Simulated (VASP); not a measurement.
Input of a VASP 6.6.1 run:

POSCAR

```
TiB2
1.0
    2.9673622405      0.0000000000      0.0000000000
   -1.4836811203      2.5698110825      0.0000000000
    0.0000000000      0.0000000000      3.1624957934
Ti B
1 2
Direct
    0.0000000000      0.0000000000      0.0000000000
    0.6666666667      0.3333333333      0.5000000000
    0.3333333333      0.6666666667      0.5000000000
```

INCAR.step1

```
SYSTEM = TiB2
PREC = Accurate
ENCUT = 520
ISMEAR = -1
SIGMA = 0.05
LREAL = .False.
LASPH = .True.
NELM = 60
NBANDS = 16
GGA = PE
ALGO = Normal
EDIFF = 1E-4
LWAVE = .True.
LCHARG = .False.
```

INCAR.step2

```
SYSTEM = TiB2
PREC = Accurate
ENCUT = 520
EDIFF = 1E-6
ISMEAR = -1
SIGMA = 0.05
LREAL = .False.
LASPH = .True.
NELM = 60
ALGO = Normal
ISIF = 2
LWAVE = .False.
LCHARG = .True.
METAGGA = R2SCAN
LMIXTAU = .True.
LELF = .True.
LVHAR = .True.
NBANDS = 16
ISTART = 1
```

Contents of KPOINTS:

```
regular mesh
0
Gamma
  10 10 8
  0 0 0
```

Potentials or basis: VASP PAW PBE potentials, release 64 (Ti_sv, B).

The run is started by

```sh
$ cat potpaw_PBE.64/Ti_sv/POTCAR potpaw_PBE.64/B/POTCAR > POTCAR
$ cp INCAR.step1 INCAR
$ mpirun -np 1 vasp_std > vasp.out
$ cp INCAR.step2 INCAR
$ mpirun -np 1 vasp_std > vasp.out
```

Question: What does it give for the pressure?

Answer: 17.9 GPa.

Question: What does it give for the band gap on the k mesh?

Answer: Zero (band 9 reaches 11.32 eV, above the bottom of band 10 at 10.61 eV).

Stress tensor (GPa, compression positive):
```
18.85  0.00  0.00
 0.00 18.85  0.00
 0.00  0.00 15.86
```

Caveat: the PAW data sets were made with another functional, which shifts forces and pressure a little.
